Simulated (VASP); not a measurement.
# WC (Qusongite) (P-6m2) in VASP: notebook

The runs below take WC (Qusongite) through single point, with PBE+U.

Program: VASP 6.6.1. These are calculated values, not measurements. Logs are shortened: lines on timing, memory, paths and dates and some standing lists are left out, and cuts for length are marked.

## 1. The cell of the first run

The structure is hexagonal, space group P-6m2 (No. 187). Conventional cell: a = 2.926 Å, b = 2.926 Å, c = 2.844 Å, α = 90.00°, β = 90.00°, γ = 120.00°. Within 2.9 Å of W (site symmetry -6m2) lie 6 C at 2.21 Å and 2 W at 2.84 Å. C (site symmetry -6m2) has 6 W at 2.21 Å and 2 C at 2.84 Å within 2.9 Å.

## 2. Single point, PBE+U

Input file INCAR:

```
PREC = Accurate
ENCUT = 520
EDIFF = 1E-6
ISMEAR = -1
SIGMA = 0.05
LREAL = F
LASPH = T
NELM = 150
ALGO = Normal
ISIF = 2
LWAVE = F
LCHARG = F
LMAXMIX = 4
LDAU = T
LDAUTYPE = 2
LDAUL = 2 -1
LDAUU = 5 0
LDAUJ = 0 0
LDAUPRINT = 1
GGA = PE
NBANDS = 16
```

Input file KPOINTS:

```
regular mesh
0
Gamma
  10 10 9
```

Input file POSCAR:

```
WC
1.0
    2.9264477289      0.0000000000      0.0000000000
   -1.4632238644      2.5343780761      0.0000000000
    0.0000000000      0.0000000000      2.8443359818
W C
1 1
Direct
    0.0000000000      0.0000000000      0.0000000000
    0.6666666667      0.3333333333      0.5000000000
```

Potentials or basis: VASP PAW PBE potentials, release 64 (W_sv, C).

Started as:

```
$ cat potpaw_PBE.64/W_sv/POTCAR potpaw_PBE.64/C/POTCAR > POTCAR
$ mpirun -np 1 vasp_std > vasp.out
```

OUTCAR:

```text
PREC = Accurate
   ENCUT = 520
   EDIFF = 1E-6
   ISMEAR = -1
   LREAL = F
   LASPH = T
   NELM = 150
   ISIF = 2
   GGA = PE

 ion  position               nearest neighbor table
   1  0.000  0.000  0.000-   2 2.21   2 2.21   2 2.21   2 2.21   2 2.21   2 2.21
   2  0.667  0.333  0.500-   1 2.21   1 2.21   1 2.21   1 2.21   1 2.21   1 2.21

  LATTYP: Found a hexagonal cell.
 ALAT       =     2.9264477289
 C/A-ratio  =     0.9719414954

  Lattice vectors:

 A1 = (   2.9264477289,   0.0000000000,   0.0000000000)
 A2 = (  -1.4632238644,   2.5343780761,   0.0000000000)
 A3 = (   0.0000000000,   0.0000000000,   2.8443359818)

Analysis of symmetry for initial positions (statically):
=====================================================================
 Subroutine PRICEL returns:
 Original cell was already a primitive cell.

 Routine SETGRP: Setting up the symmetry group for a
 hexagonal supercell.

 Subroutine GETGRP returns: Found 12 space group operations
 (whereof 12 operations were pure point group operations)
 out of a pool of 24 trial point group operations.

The static configuration has the point symmetry D_3h.

Analysis of symmetry for dynamics (positions and initial velocities):
=====================================================================
 Subroutine PRICEL returns:
 Original cell was already a primitive cell.

 Routine SETGRP: Setting up the symmetry group for a
 hexagonal supercell.

 Subroutine GETGRP returns: Found 12 space group operations
 (whereof 12 operations were pure point group operations)
 out of a pool of 24 trial point group operations.

The dynamic configuration has the point symmetry D_3h.

 Subroutine INISYM returns: Found 12 space group operations
 (whereof 12 operations are pure point group operations),
 and found     1 'primitive' translations

----------------------------------------------------------------------------------------

[... 129 lines left out ...]
  volume of cell :       21.10
 maximum number of plane-waves:       599
 NGX is ok and might be reduce to    24
   NGX = 11   NGY = 11   NGZ = 11

atom =   1  type =  1  l = 2

 onsite density matrix

spin component  1

  0.3341 -0.0000 -0.0000 -0.0000  0.0000
 -0.0000  0.3094 -0.0000  0.0000 -0.0000
 -0.0000 -0.0000  0.3599 -0.0000  0.0000
 -0.0000  0.0000 -0.0000  0.3094 -0.0000
  0.0000 -0.0000  0.0000 -0.0000  0.3341

spin component  2

  0.3341 -0.0000 -0.0000 -0.0000  0.0000
 -0.0000  0.3094 -0.0000  0.0000 -0.0000
 -0.0000 -0.0000  0.3599 -0.0000  0.0000
 -0.0000  0.0000 -0.0000  0.3094 -0.0000
  0.0000 -0.0000  0.0000 -0.0000  0.3341

 occupancies and eigenvectors

  o =  0.3094  v =  0.0000  0.5236  0.0000 -0.8520  0.0000  0.0000  0.0000  0.0000  0.0000  0.0000      0.0000  0.0000  0.0000  0.0000  0.0000  0.0000  0.0000  0.0000  0.0000  0.0000
  o =  0.3094  v =  0.0000  0.0000  0.0000  0.0000  0.0000  0.0000  0.5236  0.0000 -0.8520  0.0000      0.0000  0.0000  0.0000  0.0000  0.0000  0.0000  0.0000  0.0000  0.0000  0.0000
  o =  0.3094  v = -0.0000 -0.8520 -0.0000 -0.5236  0.0000  0.0000  0.0000  0.0000  0.0000  0.0000      0.0000  0.0000  0.0000  0.0000  0.0000  0.0000  0.0000  0.0000  0.0000  0.0000
  o =  0.3094  v =  0.0000  0.0000  0.0000  0.0000  0.0000 -0.0000 -0.8520 -0.0000 -0.5236  0.0000      0.0000  0.0000  0.0000  0.0000  0.0000  0.0000  0.0000  0.0000  0.0000  0.0000
  o =  0.3341  v =  0.0000  0.0000  0.0000  0.0000  0.0000  0.9448 -0.0000  0.0000 -0.0000 -0.3277      0.0000  0.0000  0.0000  0.0000  0.0000  0.0000  0.0000  0.0000  0.0000  0.0000
  o =  0.3341  v =  0.9448 -0.0000  0.0000 -0.0000 -0.3277  0.0000  0.0000  0.0000  0.0000  0.0000      0.0000  0.0000  0.0000  0.0000  0.0000  0.0000  0.0000  0.0000  0.0000  0.0000
  o =  0.3341  v =  0.0000  0.0000  0.0000  0.0000  0.0000 -0.3277 -0.0000  0.0000 -0.0000 -0.9448      0.0000  0.0000  0.0000  0.0000  0.0000  0.0000  0.0000  0.0000  0.0000  0.0000
  o =  0.3341  v = -0.3277 -0.0000  0.0000 -0.0000 -0.9448  0.0000  0.0000  0.0000  0.0000  0.0000      0.0000  0.0000  0.0000  0.0000  0.0000  0.0000  0.0000  0.0000  0.0000  0.0000
  o =  0.3599  v = -0.0000 -0.0000  1.0000 -0.0000  0.0000  0.0000  0.0000  0.0000  0.0000  0.0000      0.0000  0.0000  0.0000  0.0000  0.0000  0.0000  0.0000  0.0000  0.0000  0.0000
  o =  0.3599  v =  0.0000  0.0000  0.0000  0.0000  0.0000 -0.0000 -0.0000  1.0000 -0.0000  0.0000      0.0000  0.0000  0.0000  0.0000  0.0000  0.0000  0.0000  0.0000  0.0000  0.0000

 number of electron      18.0000001 magnetization

 Free energy of the ion-electron system (eV)
  ---------------------------------------------------
  ext. energy  EPLUGINS =         0.00000000
  ---------------------------------------------------
  free energy    TOTEN  =       -16.87706976 eV

  energy without entropy =      -16.87519637  energy(sigma->0) =      -16.87613307

 E-fermi :  11.2457     XC(G=0): -13.7215

 val. band max:       11.1991601713   @ k =   0.5000   0.0000   0.4444
 cond. band min:      11.3104995040   @ k =   0.0000   0.0000   0.3333
 fundamental gap:      0.1113393327
 Fermi energy:        11.2456559608

 k-point     1 :       0.0000    0.0000    0.0000
  band No.  band energies     occupation
      1     -63.5569      2.00000
      2     -27.4934      2.00000
      3     -27.4110      2.00000
      4     -27.4110      2.00000
      5      -3.3622      2.00000
      6       7.0096      2.00000
[... 433 lines left out ...]
      3     -27.6178      2.00000
      4     -27.4723      2.00000
      5       0.1194      2.00000
      6       4.2461      2.00000
[... 8 lines left out ...]
     15      24.1398      0.00000
     16      28.2610      0.00000

 [... further k-points ...]
[... 5 lines left out ...]
  --------------------------------------------------------------------------------------
  -------------------------------------------------------------------------------------
  Total        1.3371170      1.3371170      1.7929003      0.0000000      0.0000000      0.0000000
  in kB      101.5516369    101.5516369    136.1675572      0.0000000      0.0000000      0.0000000
  external PRESSURE =     113.0902770 kB  Pullay stress =       0.0000000 kB

 VOLUME and BASIS-vectors are now :
 -----------------------------------------------------------------------------
  energy-cutoff  :      520.00
  volume of cell :       21.10
      direct lattice vectors                 reciprocal lattice vectors
     2.926447729  0.000000000  0.000000000     0.341711212  0.197287060  0.000000000
    -1.463223864  2.534378076  0.000000000     0.000000000  0.394574120  0.000000000
     0.000000000  0.000000000  2.844335982     0.000000000  0.000000000  0.351575906

 POSITION                                       TOTAL-FORCE (eV/Angst)
 -----------------------------------------------------------------------------------
      0.00000      0.00000      0.00000        -0.000000      0.000000      0.000000
      1.46322      0.84479      1.42217         0.000000      0.000000      0.000000
 -----------------------------------------------------------------------------------
    total drift:                               -0.000000      0.000000      0.000000

  FREE ENERGIE OF THE ION-ELECTRON SYSTEM (eV)
  ---------------------------------------------------
  free  energy   TOTEN  =       -16.8770697642 eV

  energy  without entropy=      -16.8751963693  energy(sigma->0) =      -16.87613307
```

OSZICAR:

```text
N       E                     dE             d eps       ncg     rms          rms(c)
DAV:   1     0.113623574942E+03    0.11362E+03   -0.92524E+03  2240   0.125E+03
DAV:   2    -0.172113576477E+02   -0.13083E+03   -0.12657E+03  2648   0.334E+02
DAV:   3    -0.204536476398E+02   -0.32423E+01   -0.32289E+01  2536   0.497E+01
DAV:   4    -0.204710880050E+02   -0.17440E-01   -0.17439E-01  2904   0.409E+00
DAV:   5    -0.204712162801E+02   -0.12828E-03   -0.12827E-03  2544   0.337E-01    0.307E+01
DAV:   6    -0.169447034381E+02    0.35265E+01   -0.65094E+00  2696   0.275E+01    0.746E+00
DAV:   7    -0.169097805859E+02    0.34923E-01   -0.43765E-01  2288   0.478E+00    0.497E+00
DAV:   8    -0.168791116375E+02    0.30669E-01   -0.80714E-02  2552   0.218E+00    0.999E-01
DAV:   9    -0.168771335863E+02    0.19781E-02   -0.61358E-03  2496   0.534E-01    0.166E-01
DAV:  10    -0.168770816095E+02    0.51977E-04   -0.57526E-04  2416   0.268E-01    0.624E-02
DAV:  11    -0.168770705123E+02    0.11097E-04   -0.33835E-05  2744   0.525E-02    0.116E-02
DAV:  12    -0.168770697642E+02    0.74813E-06   -0.33318E-06  2376   0.149E-02
   1 F= -.16877070E+02 E0= -.16876133E+02  d E =-.187339E-02
```

stdout:

```text
POSCAR found type information on POSCAR W C
 POSCAR found :  2 types and       2 ions
 scaLAPACK will be used
 LDA part: xc-table for (Slater+PW92), standard interpolation
 POSCAR, INCAR and KPOINTS ok, starting setup
 FFT: planning ... GRIDC
 FFT: planning ... GRID_SOFT
 FFT: planning ... GRID
 WAVECAR not read
 entering main loop
```

Run time: 8.2 s. Hardware: 1 thread of Intel Xeon 6975P-C (Granite Rapids), shared host; peak memory 0.15 GiB.

Results:

```
Free energy            : -16.8771 eV
Pressure               : 11.3 GPa
Band gap on the k mesh : zero (band 9 reaches 11.82 eV, above the bottom of band 10 at 10.85 eV)
```

Eigenvalues of the final occupation matrices:
```tsv
site	spin	trace	eigenvalues
site 1 d	1	1.65	0.31 0.31 0.33 0.33 0.36
site 1 d	2	1.65	0.31 0.31 0.33 0.33 0.36
```

Caveat: spin-orbit coupling is left out, which moves the levels of the heavy elements; U without spin polarisation on a metal has little footing; the U is typed as a test and isn't derived for this compound.

(Continued in part 2 of 2.)
